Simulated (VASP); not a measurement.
A run of VASP 6.6.1 is set up as follows.

Contents of INCAR:

```
PREC = Accurate
ENCUT = 520
EDIFF = 1E-7
ISMEAR = 0
SIGMA = 0.1
LREAL = Auto
LASPH = T
NELM = 60
ALGO = Normal
ISIF = 2
LWAVE = F
LCHARG = F
GGA = PE
NBANDS = 54
```

File KPOINTS:

```
regular mesh
0
Gamma
  2 2 2
```

POSCAR

```
NaAgPtC6N6
1.0
    0.0000000000      5.6142190220      5.6142190220
    5.6142190220      0.0000000000      5.6142190220
    5.6142190220      5.6142190220      0.0000000000
Na Ag Pt C N
1 1 1 6 6
Direct
    0.2500000000      0.2500000000      0.2500000000
    0.0000000000      0.0000000000      1.0000000000
    0.5000000000      0.5000000000      0.5000000000
    0.7833607316      0.2166392684      0.2166392684
    0.7833607316      0.2166392684      0.7833607316
    0.7833607316      0.7833607316      0.2166392684
    0.2166392684      0.7833607316      0.7833607316
    0.2166392684      0.7833607316      0.2166392684
    0.2166392684      0.2166392684      0.7833607316
    0.6787369865      0.3212630135      0.3212630135
    0.6787369865      0.3212630135      0.6787369865
    0.6787369865      0.6787369865      0.3212630135
    0.3212630135      0.6787369865      0.6787369865
    0.3212630135      0.6787369865      0.3212630135
    0.3212630135      0.3212630135      0.6787369865
```

Potentials or basis: VASP PAW PBE potentials, release 64 (Na_pv, Ag, Pt, C, N).

Run with:

```console
$ cat potpaw_PBE.64/Na_pv/POTCAR potpaw_PBE.64/Ag/POTCAR potpaw_PBE.64/Pt/POTCAR potpaw_PBE.64/C/POTCAR potpaw_PBE.64/N/POTCAR > POTCAR
$ mpirun -np 1 vasp_std > vasp.out
```

Task: Predict the band gap on the k mesh.

Result: 1.13 eV (least direct gap 1.21 eV).

Task: What does it give for the largest force?

Result: 0.416 eV/Å.

Task: Estimate the pressure.

Result: 0.3 GPa.

Forces on the atoms (eV/Å):
```
Na   0.000  0.000  0.000
Ag   0.000  0.000  0.000
Pt   0.000  0.000  0.000
C   -0.302  0.000  0.000
C    0.000  0.302  0.000
C    0.000  0.000  0.302
C    0.302  0.000  0.000
C    0.000 -0.302  0.000
C    0.000  0.000 -0.302
N    0.416  0.000  0.000
N    0.000 -0.416  0.000
N    0.000  0.000 -0.416
N   -0.416  0.000  0.000
N    0.000  0.416  0.000
N    0.000  0.000  0.416
```

Caveat: the k points lie up to 0.48 Å⁻¹ apart; spin-orbit coupling is left out, which moves the levels of the heavy elements. A k mesh can miss the band edges.
